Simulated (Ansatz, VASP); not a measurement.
**One calculation of Te, two programs**

```xyz
1
Lattice="-1.9412 1.9412 1.9412 1.9412 -1.9412 1.9412 1.9412 1.9412 -1.9412" Properties=species:S:1:pos:R:3 pbc="T T T"
Te    0.0000    0.0000    0.0000
```

Alike in both runs: functional RPBE; k mesh 11 × 11 × 11; occupations fermi-dirac, width 0.1 eV; no spin polarisation.

Ansatz relaxed the structure, and its values are those at the end. VASP's run is a single point on that final structure, the one shown.

```csv
,VASP,Ansatz
version,VASP 6.6.1,Ansatz 0.2.0
potentials or method,"VASP PAW PBE potentials, release 64 (Te), cutoff 520 eV","plane waves (420 eV) with PAW, scalar-relativistic"
valence electrons in the cell,6,16
```

|  | VASP | Ansatz | Ansatz less VASP |
| --- | --- | --- | --- |
| pressure (GPa) | -0.1 | 0.0 | +0.12 |

VASP's potentials were made for PBE, not for RPBE. VASP's potentials hold 6 valence electrons a cell and Ansatz's 16, so a difference there can come from the potentials and not from the codes.

Spin-orbit coupling is off throughout.
